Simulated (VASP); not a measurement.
Wanted: the native input for a VASP 6.6.1 run.

* Task: single point
* Functional: PBE
* Potentials or basis: VASP PAW PBE potentials, release 64 (Se)
* Cutoff: 520 eV
* k mesh: 13 × 13 × 13
* Occupations: fermi-dirac, width 0.08 eV
* Spin: no spin polarisation
* Dipole correction: no
* Further INCAR settings: ALGO = Normal; EDIFF = 1e-06; NBANDS = 13

The structure of Se lies in POSCAR:

```
Se
1.0
    1.6876278957     -0.9743524199      2.7584545472
    0.0000000000      1.9487048398      2.7584545472
   -1.6876278957     -0.9743524199      2.7584545472
Se
2
Direct
    0.2500000000      0.2500000000      0.2500000000
   -0.2500000000     -0.2500000000     -0.2500000000
```

This cell differs from its parent crystal: volume scaled by 0.6.

One way to write it, as run:

INCAR

```
PREC = Accurate
ENCUT = 520
EDIFF = 1E-6
ISMEAR = -1
SIGMA = 0.08
LREAL = False
LASPH = True
NELM = 80
ALGO = Normal
ISIF = 2
LWAVE = False
LCHARG = False
GGA = PE
NBANDS = 13
```

KPOINTS

```
Automatic mesh
0
Gamma
  13 13 13
```

Potentials or basis: VASP PAW PBE potentials, release 64 (Se).

The run is started by

```sh
$ cat potpaw_PBE.64/Se/POTCAR > POTCAR
$ mpirun -np 1 vasp_std > vasp.out
```

Results of the run:

| Property | Result |
| --- | --- |
| Pressure | 105.3 GPa |
| Band gap on the k mesh | zero (band 6 reaches 14.61 eV, above the bottom of band 7 at 9.69 eV) |

It took 30 s on 1 thread of Intel(R) Xeon(R) 6975P-C (Granite Rapids), with other jobs on the host, peak memory 0.2 GiB.
